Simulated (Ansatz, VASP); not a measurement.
# One calculation of AlN, two programs

```xyz
2
Lattice="2.6141 0.0000 0.0000 0.0000 2.6141 0.0000 0.0000 0.0000 2.6141" Properties=species:S:1:pos:R:3 pbc="T T T"
Al    0.0000    0.0000    0.0000
N     1.3071    1.3071    1.3071
```

Alike in both runs: functional PBE; k mesh 5 × 5 × 5; occupations gaussian, width 0.15 eV; no spin polarisation.

Ansatz relaxed the structure, and its values are those at the end. VASP's run is a single point on that final structure, the one shown.

```csv
,VASP,Ansatz
version,VASP 6.6.1,Ansatz 0.2.0
potentials or method,"VASP PAW PBE potentials, release 64 (Al, N), cutoff 600 eV","scalar-relativistic, plane waves, PAW"
valence electrons in the cell,8,8
```

|  | VASP | Ansatz | Ansatz less VASP |
| --- | --- | --- | --- |
| gap on the k mesh at the Fermi level (eV) | 0.18 | 0.17 | -0.009 |
| least direct gap on the mesh (eV) | 0.18 | 0.17 | -0.009 |
| pressure (GPa) | -0.3 | 0.0 | +0.29 |

The k mesh is coarse, so the values compare programs but aren't converged.
